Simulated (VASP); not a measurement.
# FePt (P4/mmm) in VASP: notebook

Aim: see how the results for FePt move with the level of theory and the settings. Levels: BLYP, r2SCAN. Tasks: single point.

Everything below comes from runs of VASP 6.6.1. Logs are shortened: lines on timing, memory, paths and dates and some standing lists are left out, and cuts for length are marked.

### 1 The cell of the first run

It takes space group P4/mmm (No. 123, tetragonal). The conventional cell has a = 2.788 Å, b = 2.788 Å, c = 3.805 Å, α = 90.00°, β = 90.00°, γ = 90.00°. Pt (site symmetry 4/mmm) has 8 Fe at 2.74 Å and 4 Pt at 2.79 Å within 3.6 Å. Within 3.6 Å of Fe (site symmetry 4/mmm) lie 8 Pt at 2.74 Å and 4 Fe at 2.79 Å.

### 2 Single point, BLYP, collinear spin, ferromagnetic start

Input file INCAR:

```
PREC = Accurate ; ENCUT = 520
EDIFF = 1E-6 ; ISMEAR = -1
SIGMA = 0.05 ; LREAL = F
LASPH = T ; NELM = 150
ALGO = Normal ; ISIF = 2
LWAVE = F ; LCHARG = F
ISPIN = 2 ; MAGMOM = 0 3
LORBIT = 11 ; LMAXMIX = 4
GGA = B5 ; ALDAX = 1.0
AGGAX = 1.0 ; AGGAC = 1.0
ALDAC = 0.0 ; NBANDS = 20
```

Input file KPOINTS:

```
Automatic mesh
0
Gamma
  10 10 7
```

Input file POSCAR:

```
FePt
1.0
    2.7875433475      0.0000000000      0.0000000000
    0.0000000000      2.7875433475      0.0000000000
    0.0000000000      0.0000000000      3.8047180924
Pt Fe
1 1
Direct
    0.5000000000      0.5000000000      0.5000000000
    0.0000000000      0.0000000000      0.0000000000
```

Potentials or basis: VASP PAW PBE potentials, release 64 (Pt, Fe).

The run is started by

```
$ cat potpaw_PBE.64/Pt/POTCAR potpaw_PBE.64/Fe/POTCAR > POTCAR
$ mpirun -np 1 vasp_std > vasp.out
```

OUTCAR:

```text
PREC = Accurate
   ENCUT = 520
   EDIFF = 1E-6
   ISMEAR = -1
   LREAL = F
   LASPH = T
   NELM = 150
   ISIF = 2
   ISPIN = 2
   LORBIT = 11
   GGA = B5

 ion  position               nearest neighbor table
   1  0.500  0.500  0.500-   2 2.74   2 2.74   2 2.74   2 2.74   2 2.74   2 2.74   2 2.74   2 2.74

   2  0.000  0.000  0.000-   1 2.74   1 2.74   1 2.74   1 2.74   1 2.74   1 2.74   1 2.74   1 2.74

  LATTYP: Found a simple tetragonal cell.
 ALAT       =     2.7875433475
 C/A-ratio  =     1.3649000636

  Lattice vectors:

 A1 = (   2.7875433475,   0.0000000000,   0.0000000000)
 A2 = (   0.0000000000,   2.7875433475,   0.0000000000)
 A3 = (   0.0000000000,   0.0000000000,   3.8047180924)

Analysis of symmetry for initial positions (statically):
=====================================================================
 Subroutine PRICEL returns:
 Original cell was already a primitive cell.

 Routine SETGRP: Setting up the symmetry group for a
 simple tetragonal supercell.

 Subroutine GETGRP returns: Found 16 space group operations
 (whereof 16 operations were pure point group operations)
 out of a pool of 16 trial point group operations.

The static configuration has the point symmetry D_4h.

Analysis of symmetry for dynamics (positions and initial velocities):
=====================================================================
 Subroutine PRICEL returns:
 Original cell was already a primitive cell.

 Routine SETGRP: Setting up the symmetry group for a
 simple tetragonal supercell.

 Subroutine GETGRP returns: Found 16 space group operations
 (whereof 16 operations were pure point group operations)
 out of a pool of 16 trial point group operations.

The dynamic configuration has the point symmetry D_4h.

Analysis of structural, dynamic, and magnetic symmetry:
=====================================================================
 Subroutine PRICEL returns:
 Original cell was already a primitive cell.

 Routine SETGRP: Setting up the symmetry group for a
 simple tetragonal supercell.

 Subroutine GETGRP returns: Found 16 space group operations
 (whereof 16 operations were pure point group operations)
 out of a pool of 16 trial point group operations.

The overall configuration has the point symmetry D_4h.

 Subroutine INISYM returns: Found 16 space group operations
 (whereof 16 operations are pure point group operations),
 and found     1 'primitive' translations

----------------------------------------------------------------------------------------

                                     Primitive cell

  volume of cell :      29.5642

  direct lattice vectors                    reciprocal lattice vectors
     2.787543348  0.000000000  0.000000000     0.358738816  0.000000000  0.000000000
     0.000000000  2.787543348  0.000000000     0.000000000  0.358738816  0.000000000
     0.000000000  0.000000000  3.804718092     0.000000000  0.000000000  0.262831562

  length of vectors
     2.787543348  2.787543348  3.804718092     0.358738816  0.358738816  0.262831562

  position of ions in fractional coordinates (direct lattice)
     0.500000000  0.500000000  0.500000000
     0.000000000  0.000000000  0.000000000

  ion indices of the primitive-cell ions
   primitive index   ion index
                 1           1
                 2           2

----------------------------------------------------------------------------------------

 KPOINTS: Automatic mesh

Automatic generation of k-mesh.
 Grid dimensions read from file:
 generate k-points for:   10   10    7

 Generating k-lattice:

  Cartesian coordinates                     Fractional coordinates (reciprocal lattice)
     0.035873882  0.000000000  0.000000000     0.100000000  0.000000000  0.000000000
     0.000000000  0.035873882  0.000000000     0.000000000  0.100000000  0.000000000
     0.000000000  0.000000000  0.037547366     0.000000000  0.000000000  0.142857143

  Length of vectors
     0.035873882  0.035873882  0.037547366

  Shift w.r.t. Gamma in fractional coordinates (k-lattice)
     0.000000000  0.000000000  0.000000000

 Subroutine IBZKPT returns following result:
 ===========================================

 Found     84 irreducible k-points:

 Following reciprocal coordinates:
            Coordinates               Weight
  0.000000  0.000000  0.000000      1.000000
  0.100000  0.000000  0.000000      4.000000
  0.200000  0.000000  0.000000      4.000000
  0.300000  0.000000  0.000000      4.000000
  0.400000  0.000000  0.000000      4.000000
  0.500000  0.000000  0.000000      2.000000
[... 16 lines left out ...]
  0.100000  0.000000  0.142857      8.000000
  0.200000  0.000000  0.142857      8.000000
 [... further k-points ...]
   k-points           NKPTS =     84   k-points in BZ     NKDIM =     84   number of bands    NBANDS=     20
   number of dos      NEDOS =    301   number of ions     NIONS =      2
   total plane-waves  NPLWV =  16128
   dimension x,y,z NGX =    24 NGY =   24 NGZ =   28
   dimension x,y,z NGXF=    48 NGYF=   48 NGZF=   56
   ions per type =               1   1
   NGX,Y,Z   is equivalent  to a cutoff of  14.31, 14.31, 12.23 a.u.
   NGXF,Y,Z  is equivalent  to a cutoff of  28.63, 28.63, 24.47 a.u.
 SYSTEM =  unknown system
   PREC   = accura    normal or accurate (medium, high low for compatibility)
   ISTART =      0    job   : 0-new  1-cont  2-samecut
   ICHARG =      2    charge: 1-file 2-atom 10-const
   ISPIN  =      2    spin polarized calculation?
   LNONCOLLINEAR =      F non collinear calculations
   LSORBIT =      F    spin-orbit coupling
   LASPH  =      T    aspherical Exc in radial PAW
   ENCUT  =  520.0 eV  38.22 Ry    6.18 a.u.   5.18  5.18  7.07*2*pi/ulx,y,z
   NELM   =    150;   NELMIN=  2; NELMDL= -5     # of ELM steps
   EDIFF  = 0.1E-05   stopping-criterion for ELM
   LREAL  =      F    real-space projection
   EDIFFG = 0.1E-04   stopping-criterion for IOM
   NSW    =      0    number of steps for IOM
   IBRION =     -1    ionic relax: 0-MD 1-quasi-New 2-CG
   NFREE  =      0    steps in history (QN), initial steepest desc. (CG)
   ISIF   =      2    stress and relaxation
   ISYM   =      2    0-nonsym 1-usesym 2-fastsym
   POTIM  = 0.5000    time-step for ionic-motion
   TEBEG  =    0.0;   TEEND  =   0.0 temperature during run
   PSTRESS=    0.0 pullay stress
   NELECT =      18.0000    total number of electrons
   NUPDOWN=      -1.0000    fix difference up-down
   EMIN   =  10.00;   EMAX   =-10.00  energy-range for DOS
   EFERMI =   0.00;   METHOD = LEGACY
   ISMEAR =    -1;   SIGMA  =   0.05  broadening in eV -4-tet -1-fermi 0-gaus
   EFERMI_NEDOS =   21; number of points for ismear=-14 and -15
   IALGO  =     38    algorithm
   IMIX   =      4    mixing-type and parameters
     AMIX     =   0.40;   BMIX     =  1.00
     AMIX_MAG =   1.60;   BMIX_MAG =  1.00
  volume/ion in A,a.u.               =      14.78        99.75
  Fermi-wavevector in a.u.,A,eV,Ry     =   1.387534  2.622060 26.194639  1.925252
  Thomas-Fermi vector in A             =   2.511746
   LORBIT       =     11    0 simple, 1 ext, 2 COOP (PROOUT), +10 PAW based schemes
   GGA     = B5    functional components
   LHFCALC =     F    Hartree Fock is set to
   AEXX    =    0.0000 exact exchange contribution
   IVDW    =     0    specifies the selected vdW correction
   LEPSILON=     F    determine dielectric tensor
   LRPA    =     F    only Hartree local field effects (RPA)
 spin polarized calculation
  energy-cutoff  :      520.00
  volume of cell :       29.56
 maximum number of plane-waves:       812
 NGX is ok and might be reduce to    24
   NGX = 11   NGY = 11   NGZ = 15

 number of electron      17.9999995 magnetization       3.3079945

 Free energy of the ion-electron system (eV)
  ---------------------------------------------------
  ext. energy  EPLUGINS =         0.00000000
  ---------------------------------------------------
  free energy    TOTEN  =       -12.65670861 eV

  energy without entropy =      -12.64425414  energy(sigma->0) =      -12.65048137

 E-fermi :   8.3060     XC(G=0): -12.0222

 val. band max:        8.2935566173   @ k =   0.1000   0.1000   0.1429
 cond. band min:       8.3070046484   @ k =   0.4000   0.1000   0.4286
 fundamental gap:      0.0134480311
 Fermi energy:         8.3059896356

 spin component 1

 k-point     1 :       0.0000    0.0000    0.0000
  band No.  band energies     occupation
      1      -0.5880      1.00000
      2       2.5133      1.00000
      3       2.6686      1.00000
      4       5.0433      1.00000
      5       5.0433      1.00000
      6       5.5089      1.00000
[... 12 lines left out ...]
     19      29.4344      0.00000
     20      29.4344      0.00000
[... 507 lines left out ...]
 k-point    24 :       0.2000    0.0000    0.1429
  band No.  band energies     occupation
      1       0.5434      1.00000
      2       2.9794      1.00000
      3       3.4334      1.00000
      4       4.7494      1.00000
      5       5.2739      1.00000
      6       5.6181      1.00000
[... 12 lines left out ...]
     19      30.6611      0.00000
     20      30.6936      0.00000

 [... further k-points ...]

 spin component 2

 k-point     1 :       0.0000    0.0000    0.0000
  band No.  band energies     occupation
      1      -0.4707      1.00000
      2       3.0597      1.00000
      3       3.0862      1.00000
      4       6.0877      1.00000
      5       6.0877      1.00000
      6       7.5222      1.00000
[... 12 lines left out ...]
     19      29.5480      0.00000
     20      29.5480      0.00000
[... 507 lines left out ...]
 k-point    24 :       0.2000    0.0000    0.1429
  band No.  band energies     occupation
      1       0.6700      1.00000
      2       3.4276      1.00000
      3       3.9564      1.00000
      4       5.2955      1.00000
      5       6.3123      1.00000
      6       6.9826      1.00000
[... 12 lines left out ...]
     19      30.9032      0.00000
     20      30.9806      0.00000

 [... further k-points ...]

------------------------ aborting loop because EDIFF is reached ----------------------------------------

  FORCE on cell =-STRESS in cart. coord.  units (eV):
  Direction    XX          YY          ZZ          XY          YZ          ZX
  --------------------------------------------------------------------------------------
  -------------------------------------------------------------------------------------
  Total        0.0687813      0.0687813      0.0804369      0.0000000     -0.0000000     -0.0000000
  in kB        3.7274798      3.7274798      4.3591311      0.0000000     -0.0000000     -0.0000000
  external PRESSURE =       3.9380302 kB  Pullay stress =       0.0000000 kB

 VOLUME and BASIS-vectors are now :
 -----------------------------------------------------------------------------
  energy-cutoff  :      520.00
  volume of cell :       29.56
      direct lattice vectors                 reciprocal lattice vectors
     2.787543348  0.000000000  0.000000000     0.358738816  0.000000000  0.000000000
     0.000000000  2.787543348  0.000000000     0.000000000  0.358738816  0.000000000
     0.000000000  0.000000000  3.804718092     0.000000000  0.000000000  0.262831562

 POSITION                                       TOTAL-FORCE (eV/Angst)
 -----------------------------------------------------------------------------------
      1.39377      1.39377      1.90236         0.000000      0.000000      0.000000
      0.00000      0.00000      0.00000         0.000000      0.000000      0.000000
 -----------------------------------------------------------------------------------
    total drift:                                0.000000      0.000000     -0.000000

  FREE ENERGIE OF THE ION-ELECTRON SYSTEM (eV)
  ---------------------------------------------------
  free  energy   TOTEN  =       -12.6567086067 eV

  energy  without entropy=      -12.6442541364  energy(sigma->0) =      -12.65048137

 total charge

# of ion       s       p       d       tot
------------------------------------------
    1        0.691   0.560   8.077   9.328
    2        0.386   0.385   6.140   6.911
--------------------------------------------------
tot          1.076   0.946  14.217  16.239

 magnetization (x)

# of ion       s       p       d       tot
------------------------------------------
    1       -0.024  -0.060   0.431   0.347
    2        0.003  -0.008   2.954   2.949
--------------------------------------------------
tot         -0.022  -0.068   3.385   3.295
```

It took 35 s on 1 thread of Intel Xeon 6975P-C (Granite Rapids), shared host; peak memory 0.21 GiB.

Results:

- Free energy: -12.6567 eV
- Pressure: 0.4 GPa
- Net moment: 3.31 μB per cell
- Site moments: Pt +0.35; Fe +2.95 μB
- Valence electrons inside the program's atomic spheres: Pt 9.33; Fe 6.91

Caveat: the PAW data sets were made with another functional, which shifts forces and pressure a little; spin-orbit coupling is left out, which moves the levels of the heavy elements.

### 3 Single point, r2SCAN, collinear spin, ferromagnetic start

This run uses another cell than the first one, of 13.93 Å³/atom.

Input file POSCAR:

```
FePt
1.0
    2.7395990430      0.0000000000      0.0000000000
    0.0000000000      2.7395990430      0.0000000000
    0.0000000000      0.0000000000      3.7121250547
Pt Fe
1 1
Direct
    0.5000000000      0.5000000000      0.5000000000
    0.0000000000      0.0000000000      0.0000000000
```

Input file INCAR.step1:

```
SYSTEM = FePt
PREC     = Accurate       ! precision mode
ENCUT    = 520            ! plane-wave cutoff, eV
ISMEAR   = -1             ! smearing method
SIGMA    = 0.05           ! smearing width, eV
LREAL    = .False.        ! projectors in reciprocal space
LASPH    = .True.         ! aspherical terms in the spheres
NELM     = 150            ! most SCF steps
ISPIN    = 2              ! spin polarisation
MAGMOM   = 0 3            ! initial moments
LMAXMIX  = 4              ! l up to which the mixer works
NBANDS   = 20             ! bands
GGA      = PE             ! functional
ALGO     = Normal         ! electronic algorithm
EDIFF    = 1E-4           ! SCF threshold, eV
LWAVE    = .True.         ! write WAVECAR
LCHARG   = .False.        ! write CHGCAR
```

Input file INCAR.step2:

```
SYSTEM = FePt
PREC     = Accurate       ! precision mode
ENCUT    = 520            ! plane-wave cutoff, eV
EDIFF    = 1E-6           ! SCF threshold, eV
ISMEAR   = -1             ! smearing method
SIGMA    = 0.05           ! smearing width, eV
LREAL    = .False.        ! projectors in reciprocal space
LASPH    = .True.         ! aspherical terms in the spheres
NELM     = 150            ! most SCF steps
ALGO     = Normal         ! electronic algorithm
ISIF     = 2              ! what is computed and relaxed
LWAVE    = .False.        ! write WAVECAR
LCHARG   = .False.        ! write CHGCAR
ISPIN    = 2              ! spin polarisation
MAGMOM   = 0 3            ! initial moments
LORBIT   = 11             ! projections on sites
LMAXMIX  = 4              ! l up to which the mixer works
METAGGA  = R2SCAN         ! meta-GGA
LMIXTAU  = .True.       
NBANDS   = 20             ! bands
ISTART   = 1
```

Input file KPOINTS:

```
Automatic mesh
0
Gamma
  10 10 7
  0 0 0
```

Potentials or basis: VASP PAW PBE potentials, release 64 (Pt, Fe).

The run is started by

```
$ cat potpaw_PBE.64/Pt/POTCAR potpaw_PBE.64/Fe/POTCAR > POTCAR
$ cp INCAR.step1 INCAR
$ mpirun -np 1 vasp_std > vasp.out
$ cp INCAR.step2 INCAR
$ mpirun -np 1 vasp_std > vasp.out
```

It took 2.1 min on 1 thread of Intel Xeon 6975P-C (Granite Rapids), shared host; peak memory 0.2 GiB.

Results (log left out):

```
Free energy                                           : -66.5503 eV
Pressure                                              : 0.0 GPa
Net moment                                            : 3.61 μB per cell
Site moments                                          : Pt +0.36; Fe +3.27 μB
Valence electrons inside the program's atomic spheres : Pt 9.45; Fe 6.93
```

Stress tensor (GPa, compression positive):
```
 0.07  0.00  0.00
 0.00  0.07  0.00
 0.00  0.00 -0.07
```

Levels at points of the mesh, in eV from the Fermi level:
Spin up:
| k point | band 9 | band 10 | band 11 | band 12 | band 13 | band 14 |
| --- | --- | --- | --- | --- | --- | --- |
| (0.00, 0.00, 0.00) | -0.95 | -0.95 | -0.82 | 2.41 | 9.96 | 11.90 |
| (0.50, 0.00, 0.00) | -2.88 | -1.83 | -0.62 | 1.91 | 10.64 | 10.70 |
| (0.50, 0.50, 0.00) | -1.15 | 0.38 | 1.54 | 1.54 | 7.46 | 10.08 |
Spin down:
```tsv
k point	band 3	band 4	band 5	band 6	band 7	band 8	band 9	band 10	band 11	band 12
(0.00, 0.00, 0.00)	-5.89	-2.42	-2.42	-0.82	-0.71	1.05	1.99	1.99	2.30	2.38
(0.50, 0.00, 0.00)	-4.47	-3.76	-2.60	-1.45	-1.04	-0.61	1.03	1.10	2.46	2.85
(0.50, 0.50, 0.00)	-5.18	-4.97	1.11	1.40	1.40	1.63	1.89	2.07	2.07	2.16
```

Caveat: the PAW data sets were made with another functional, which shifts forces and pressure a little; spin-orbit coupling is left out, which moves the levels of the heavy elements.
